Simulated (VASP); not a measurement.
# Mn (Fm-3m) in VASP: notebook, part 2 of 3

VASP 6.6.1. Earlier steps stand in the parts before.

## 3. Single point, revPBE, collinear spin, ferromagnetic start (9.59 Å³/atom)

This run uses another cell than the first one, of 9.59 Å³/atom.

File INCAR:

```
SYSTEM = Mn
PREC = Accurate ; ENCUT = 520
EDIFF = 1E-6 ; ISMEAR = -1
SIGMA = 0.05 ; LREAL = .False.
LASPH = .True. ; NELM = 150
ALGO = Normal ; ISIF = 2
LWAVE = .False. ; LCHARG = .False.
ISPIN = 2 ; MAGMOM = 3
LORBIT = 11 ; LMAXMIX = 4
GGA = RE ; NBANDS = 16
```

File KPOINTS:

```
Automatic mesh
0
Gamma
  17 17 17
  0 0 0
```

File POSCAR:

```
Mn
1.0
    0.0000000000      1.6862397084      1.6862397084
    1.6862397084      0.0000000000      1.6862397084
    1.6862397084      1.6862397084      0.0000000000
Mn
1
Direct
    0.0000000000      0.0000000000      0.0000000000
```

Potentials or basis: VASP PAW PBE potentials, release 64 (Mn_pv).

Run with:

```sh
$ cat potpaw_PBE.64/Mn_pv/POTCAR > POTCAR
$ mpirun -np 1 vasp_std > vasp.out
```

OUTCAR:

```text
SYSTEM = Mn
   PREC = Accurate
   ENCUT = 520
   EDIFF = 1E-6
   ISMEAR = -1
   LREAL = .False.
   LASPH = .True.
   NELM = 150
   ISIF = 2
   ISPIN = 2
   LORBIT = 11
   GGA = RE

 ion  position               nearest neighbor table
   1  0.000  0.000  0.000-

  LATTYP: Found a face centered cubic cell.
 ALAT       =     3.3724794168

  Lattice vectors:

 A1 = (   0.0000000000,   1.6862397084,   1.6862397084)
 A2 = (   1.6862397084,   0.0000000000,   1.6862397084)
 A3 = (   1.6862397084,   1.6862397084,   0.0000000000)

Analysis of symmetry for initial positions (statically):
=====================================================================
 Subroutine PRICEL returns:
 Original cell was already a primitive cell.

 Routine SETGRP: Setting up the symmetry group for a
 face centered cubic supercell.

 Subroutine GETGRP returns: Found 48 space group operations
 (whereof 48 operations were pure point group operations)
 out of a pool of 48 trial point group operations.

The static configuration has the point symmetry O_h .

Analysis of symmetry for dynamics (positions and initial velocities):
=====================================================================
 Subroutine PRICEL returns:
 Original cell was already a primitive cell.

 Routine SETGRP: Setting up the symmetry group for a
 face centered cubic supercell.

 Subroutine GETGRP returns: Found 48 space group operations
 (whereof 48 operations were pure point group operations)
 out of a pool of 48 trial point group operations.

The dynamic configuration has the point symmetry O_h .

Analysis of structural, dynamic, and magnetic symmetry:
=====================================================================
 Subroutine PRICEL returns:
 Original cell was already a primitive cell.

 Routine SETGRP: Setting up the symmetry group for a
 face centered cubic supercell.

 Subroutine GETGRP returns: Found 48 space group operations
[... 129 lines left out ...]
   IVDW    =     0    specifies the selected vdW correction
   LEPSILON=     F    determine dielectric tensor
   LRPA    =     F    only Hartree local field effects (RPA)
 spin polarized calculation
  energy-cutoff  :      520.00
  volume of cell :        9.59
 maximum number of plane-waves:       271
 NGX is ok and might be reduce to    18
   NGX =  9   NGY =  9   NGZ =  9

 number of electron      12.9999986 magnetization      -0.0000777

 number of electron      12.9999986 magnetization       0.0004610

 Free energy of the ion-electron system (eV)
  ---------------------------------------------------
  ext. energy  EPLUGINS =         0.00000000
  ---------------------------------------------------
  free energy    TOTEN  =        -8.32265626 eV

  energy without entropy =       -8.31096136  energy(sigma->0) =       -8.31680881

 E-fermi :  12.2972     XC(G=0): -14.6386

 val. band max:       12.2903205591   @ k =   0.4706   0.2353   0.0000
 cond. band min:      12.3014543793   @ k =  -0.3529   0.2941   0.0588
 fundamental gap:      0.0111338202
 Fermi energy:        12.2972375968

 spin component 1

 k-point     1 :       0.0000    0.0000    0.0000
  band No.  band energies     occupation
      1     -35.3221      1.00000
      2     -35.3221      1.00000
      3     -35.3221      1.00000
      4       3.4863      1.00000
      5      10.9359      1.00000
      6      10.9359      1.00000
[... 435 lines left out ...]
      5      10.5003      1.00000
      6      11.2285      1.00000
[... 8 lines left out ...]
     15      45.1877      0.00000
     16      47.6020      0.00000

 [... further k-points ...]

 spin component 2

 k-point     1 :       0.0000    0.0000    0.0000
  band No.  band energies     occupation
      1     -35.3217      1.00000
      2     -35.3217      1.00000
      3     -35.3217      1.00000
      4       3.4864      1.00000
      5      10.9361      1.00000
      6      10.9361      1.00000
[... 435 lines left out ...]
      5      10.5005      1.00000
      6      11.2287      1.00000
[... 8 lines left out ...]
     15      45.1878      0.00000
     16      47.6021      0.00000

 [... further k-points ...]
[... 5 lines left out ...]
  --------------------------------------------------------------------------------------
  -------------------------------------------------------------------------------------
  Total        2.7488562      2.7488562      2.7488562      0.0000000     -0.0000000      0.0000000
  in kB      459.2769745    459.2769745    459.2769745      0.0000000     -0.0000000      0.0000000
  external PRESSURE =     459.2769745 kB  Pullay stress =       0.0000000 kB

 VOLUME and BASIS-vectors are now :
 -----------------------------------------------------------------------------
  energy-cutoff  :      520.00
  volume of cell :        9.59
      direct lattice vectors                 reciprocal lattice vectors
     0.000000000  1.686239708  1.686239708    -0.296517747  0.296517747  0.296517747
     1.686239708  0.000000000  1.686239708     0.296517747 -0.296517747  0.296517747
     1.686239708  1.686239708  0.000000000     0.296517747  0.296517747 -0.296517747

 POSITION                                       TOTAL-FORCE (eV/Angst)
 -----------------------------------------------------------------------------------
      0.00000      0.00000      0.00000         0.000000     -0.000000     -0.000000
 -----------------------------------------------------------------------------------
    total drift:                                0.000000     -0.000000     -0.000000

  FREE ENERGIE OF THE ION-ELECTRON SYSTEM (eV)
  ---------------------------------------------------
  free  energy   TOTEN  =        -8.3226562617 eV

  energy  without entropy=       -8.3109613588  energy(sigma->0) =       -8.31680881

 total charge

# of ion       s       p       d       tot
------------------------------------------
    1        0.477   6.489   5.268  12.233

 magnetization (x)

# of ion       s       p       d       tot
------------------------------------------
    1        0.000   0.000   0.000   0.000
```

It took 79 s on 1 thread of Intel Xeon 8259CL, shared host; peak memory 0.15 GiB.

What came out:

| Property | Result |
| --- | --- |
| Free energy | -8.3227 eV |
| Pressure | 45.9 GPa |
| Net moment | 0.00 μB per cell |
| Valence electrons inside the program's atomic spheres | Mn 12.23 |

Caveat: the cell stands under pressure; the PAW data sets were made with another functional, which shifts forces and pressure a little.

## 4. Single point, revPBE, collinear spin, ferromagnetic start (10.03 Å³/atom)

This run uses another cell than the first one, of 10.03 Å³/atom.

File INCAR:

```
SYSTEM = Mn
PREC     = Accurate       ! precision mode
ENCUT    = 520            ! plane-wave cutoff, eV
EDIFF    = 1E-6           ! SCF threshold, eV
ISMEAR   = -1             ! smearing method
SIGMA    = 0.05           ! smearing width, eV
LREAL    = .FALSE.        ! projectors in reciprocal space
LASPH    = .TRUE.         ! aspherical terms in the spheres
NELM     = 150            ! most SCF steps
ALGO     = Normal         ! electronic algorithm
ISIF     = 2              ! what is computed and relaxed
LWAVE    = .FALSE.        ! write WAVECAR
LCHARG   = .FALSE.        ! write CHGCAR
ISPIN    = 2              ! spin polarisation
MAGMOM   = 3              ! initial moments
LORBIT   = 11             ! projections on sites
LMAXMIX  = 4              ! l up to which the mixer works
GGA      = RE             ! functional
NBANDS   = 16             ! bands
```

File KPOINTS:

```
regular mesh
0
G
  17 17 17
  0 0 0
```

File POSCAR:

```
Mn
1.0
    0.0000000000      1.7114111763      1.7114111763
    1.7114111763      0.0000000000      1.7114111763
    1.7114111763      1.7114111763      0.0000000000
Mn
1
Direct
    0.0000000000      0.0000000000      0.0000000000
```

Potentials or basis: VASP PAW PBE potentials, release 64 (Mn_pv).

Run with:

```sh
$ cat potpaw_PBE.64/Mn_pv/POTCAR > POTCAR
$ mpirun -np 1 vasp_std > vasp.out
```

OUTCAR:

```text
SYSTEM = Mn
   PREC = Accurate
   ENCUT = 520
   EDIFF = 1E-6
   ISMEAR = -1
   LREAL = .FALSE.
   LASPH = .TRUE.
   NELM = 150
   ISIF = 2
   ISPIN = 2
   LORBIT = 11
   GGA = RE

 ion  position               nearest neighbor table
   1  0.000  0.000  0.000-

  LATTYP: Found a face centered cubic cell.
 ALAT       =     3.4228223526

  Lattice vectors:

 A1 = (   0.0000000000,   1.7114111763,   1.7114111763)
 A2 = (   1.7114111763,   0.0000000000,   1.7114111763)
 A3 = (   1.7114111763,   1.7114111763,   0.0000000000)

Analysis of symmetry for initial positions (statically):
=====================================================================
 Subroutine PRICEL returns:
 Original cell was already a primitive cell.

 Routine SETGRP: Setting up the symmetry group for a
 face centered cubic supercell.

 Subroutine GETGRP returns: Found 48 space group operations
 (whereof 48 operations were pure point group operations)
 out of a pool of 48 trial point group operations.

The static configuration has the point symmetry O_h .

Analysis of symmetry for dynamics (positions and initial velocities):
=====================================================================
 Subroutine PRICEL returns:
 Original cell was already a primitive cell.

 Routine SETGRP: Setting up the symmetry group for a
 face centered cubic supercell.

 Subroutine GETGRP returns: Found 48 space group operations
 (whereof 48 operations were pure point group operations)
 out of a pool of 48 trial point group operations.

The dynamic configuration has the point symmetry O_h .

Analysis of structural, dynamic, and magnetic symmetry:
=====================================================================
 Subroutine PRICEL returns:
 Original cell was already a primitive cell.

 Routine SETGRP: Setting up the symmetry group for a
 face centered cubic supercell.

 Subroutine GETGRP returns: Found 48 space group operations
 (whereof 48 operations were pure point group operations)
[... 127 lines left out ...]
   AEXX    =    0.0000 exact exchange contribution
   IVDW    =     0    specifies the selected vdW correction
   LEPSILON=     F    determine dielectric tensor
   LRPA    =     F    only Hartree local field effects (RPA)
 spin polarized calculation
  energy-cutoff  :      520.00
  volume of cell :       10.03
 maximum number of plane-waves:       290
 NGX is ok and might be reduce to    18
   NGX =  9   NGY =  9   NGZ =  9

 number of electron      13.0000010 magnetization       0.0004263

 Free energy of the ion-electron system (eV)
  ---------------------------------------------------
  ext. energy  EPLUGINS =         0.00000000
  ---------------------------------------------------
  free energy    TOTEN  =        -8.42148004 eV

  energy without entropy =       -8.40935902  energy(sigma->0) =       -8.41541953

 E-fermi :  11.6075     XC(G=0): -14.3601

 val. band max:       11.6059727066   @ k =   0.4706   0.2353   0.0000
 cond. band min:      11.6155446287   @ k =   0.4118   0.2353   0.0588
 fundamental gap:      0.0095719221
 Fermi energy:        11.6075181718

 spin component 1

 k-point     1 :       0.0000    0.0000    0.0000
  band No.  band energies     occupation
      1     -36.0527      1.00000
      2     -36.0527      1.00000
      3     -36.0526      1.00000
      4       2.9862      1.00000
      5      10.3326      1.00000
      6      10.3326      1.00000
[... 435 lines left out ...]
      5       9.9242      1.00000
      6      10.6082      1.00000
[... 8 lines left out ...]
     15      43.5567      0.00000
     16      45.8074      0.00000

 [... further k-points ...]

 spin component 2

 k-point     1 :       0.0000    0.0000    0.0000
  band No.  band energies     occupation
      1     -36.0522      1.00000
      2     -36.0522      1.00000
      3     -36.0522      1.00000
      4       2.9863      1.00000
      5      10.3328      1.00000
      6      10.3328      1.00000
[... 435 lines left out ...]
      5       9.9244      1.00000
      6      10.6084      1.00000
[... 8 lines left out ...]
     15      43.5567      0.00000
     16      45.8075      0.00000

 [... further k-points ...]
[... 5 lines left out ...]
  --------------------------------------------------------------------------------------
  -------------------------------------------------------------------------------------
  Total        1.7029003      1.7029003      1.7029003      0.0000000     -0.0000000      0.0000000
  in kB      272.1489810    272.1489810    272.1489810      0.0000000     -0.0000000      0.0000000
  external PRESSURE =     272.1489810 kB  Pullay stress =       0.0000000 kB

 VOLUME and BASIS-vectors are now :
 -----------------------------------------------------------------------------
  energy-cutoff  :      520.00
  volume of cell :       10.03
      direct lattice vectors                 reciprocal lattice vectors
     0.000000000  1.711411176  1.711411176    -0.292156559  0.292156559  0.292156559
     1.711411176  0.000000000  1.711411176     0.292156559 -0.292156559  0.292156559
     1.711411176  1.711411176  0.000000000     0.292156559  0.292156559 -0.292156559

 POSITION                                       TOTAL-FORCE (eV/Angst)
 -----------------------------------------------------------------------------------
      0.00000      0.00000      0.00000         0.000000      0.000000     -0.000000
 -----------------------------------------------------------------------------------
    total drift:                                0.000000     -0.000000     -0.000000

  FREE ENERGIE OF THE ION-ELECTRON SYSTEM (eV)
  ---------------------------------------------------
  free  energy   TOTEN  =        -8.4214800444 eV

  energy  without entropy=       -8.4093590183  energy(sigma->0) =       -8.41541953

 total charge

# of ion       s       p       d       tot
------------------------------------------
    1        0.456   6.455   5.215  12.126

 magnetization (x)

# of ion       s       p       d       tot
------------------------------------------
    1       -0.000  -0.000   0.000   0.000
```

OSZICAR:

```text
N       E                     dE             d eps       ncg     rms          rms(c)
DAV:   1     0.807341255589E+02    0.80734E+02   -0.70165E+03 10840   0.113E+03
DAV:   2    -0.718199821078E+01   -0.87916E+02   -0.83105E+02 11848   0.270E+02
DAV:   3    -0.891147325591E+01   -0.17295E+01   -0.17256E+01 12296   0.405E+01
DAV:   4    -0.891631543560E+01   -0.48422E-02   -0.48420E-02 12936   0.211E+00
DAV:   5    -0.891633977333E+01   -0.24338E-04   -0.24336E-04 11992   0.132E-01    0.172E+01
DAV:   6    -0.835261864628E+01    0.56372E+00   -0.18831E+00 12616   0.275E+01    0.331E+00
DAV:   7    -0.840286530228E+01   -0.50247E-01   -0.10332E-01 11160   0.312E+00    0.232E+00
DAV:   8    -0.841721878439E+01   -0.14353E-01   -0.58187E-03 12280   0.108E+00    0.986E-01
DAV:   9    -0.842095299990E+01   -0.37342E-02   -0.19856E-02 12288   0.129E+00    0.299E-01
DAV:  10    -0.842142237782E+01   -0.46938E-03   -0.19379E-03 11160   0.415E-01    0.109E-01
DAV:  11    -0.842145401250E+01   -0.31635E-04   -0.10773E-04 12192   0.683E-02    0.559E-02
DAV:  12    -0.842146645014E+01   -0.12438E-04   -0.15584E-05 12200   0.329E-02    0.338E-02
DAV:  13    -0.842147520303E+01   -0.87529E-05   -0.21062E-05 11792   0.496E-02    0.135E-02
DAV:  14    -0.842147681008E+01   -0.16071E-05   -0.18983E-06  9424   0.989E-03    0.796E-03
DAV:  15    -0.842147875937E+01   -0.19493E-05   -0.54566E-06  8432   0.128E-02    0.473E-03
DAV:  16    -0.842147983997E+01   -0.10806E-05   -0.46499E-06  8024   0.148E-02    0.153E-03
DAV:  17    -0.842148004441E+01   -0.20444E-06   -0.66807E-07  5328   0.601E-03
   1 F= -.84214800E+01 E0= -.84154195E+01  d E =-.121210E-01  mag=     0.0002
```

stdout:

```text
POSCAR found type information on POSCAR Mn
 POSCAR found :  1 types and       1 ions
 scaLAPACK will be used
 -----------------------------------------------------------------------------
|                                                                             |
|                                                                             |
|     You enforced a specific xc type in the INCAR file but a different       |
|     I HOPE YOU KNOW WHAT YOU ARE DOING!                                     |
|                                                                             |
 -----------------------------------------------------------------------------

 LDA part: xc-table for (Slater+PW92), standard interpolation
 POSCAR, INCAR and KPOINTS ok, starting setup
 FFT: planning ... GRIDC
 FFT: planning ... GRID_SOFT
 FFT: planning ... GRID
 WAVECAR not read
 entering main loop
```

Run time: 1.8 min. Hardware: 1 thread of Intel Xeon 8259CL, shared host; peak memory 0.15 GiB.

What came out:

| Quantity | Value |
| --- | --- |
| Free energy | -8.4215 eV |
| Pressure | 27.2 GPa |
| Net moment | 0.00 μB per cell |
| Valence electrons inside the program's atomic spheres | Mn 12.13 |

Levels at points of the mesh, in eV from the Fermi level:
Spin up:
| k point | band 5 | band 6 | band 7 | band 8 | band 9 | band 10 |
| --- | --- | --- | --- | --- | --- | --- |
| (0.00, 0.00, 0.00) | -1.27 | -1.27 | -1.27 | 0.60 | 0.60 | 21.84 |
Spin down:
```
           k point  band 5  band 6  band 7  band 8  band 9  band 10
(0.00, 0.00, 0.00)   -1.27   -1.27   -1.27    0.60    0.60    21.84
```

Caveat: the cell stands under pressure; the PAW data sets were made with another functional, which shifts forces and pressure a little.

(Part 2 of 3 ends here.)
